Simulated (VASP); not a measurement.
# Pb2O (antifluorite type): single point with PBE

Pb2O (antifluorite type):

```
Pb O
1.0
     0.00000    3.31926    3.31926
     3.31926    0.00000    3.31926
     3.31926    3.31926    0.00000
Pb O
2 1
Direct
  0.25000 0.25000 0.25000
  0.75000 0.75000 0.75000
  0.00000 0.00000 0.00000
```

- Program: VASP 6.6.1
- Task: single point
- Functional: PBE
- Potentials or basis: VASP PAW PBE potentials, release 64 (Pb_d, O)
- Cutoff: 600 eV
- k mesh: 29 × 29 × 29
- Occupations: fermi-dirac, width 0.0612256 eV
- Spin: no spin polarisation

| Quantity | Value |
| --- | --- |
| Pressure | -2.1 GPa |
| Band gap on the k mesh | zero (bands 17 and 18 overlap by 1.36 eV) |

Levels at points of the mesh, in eV from the Fermi level:
```csv
k point,band 13,band 14,band 15,band 16,band 17,band 18,band 19,band 20,band 21,band 22
"(0.00, 0.00, 0.00)",-5.12,-2.80,-2.80,-2.80,-0.24,-0.24,-0.24,4.55,4.55,4.55
```

Wall time 6.7 min on 4 MPI ranks on Intel(R) Xeon(R) Platinum 8259CL CPU @ 2.50GHz (Skylake/Cascade Lake) (shared host), peak memory 1.2 GiB a rank.

Caveat: spin-orbit coupling is left out, which moves the levels of the heavy elements.
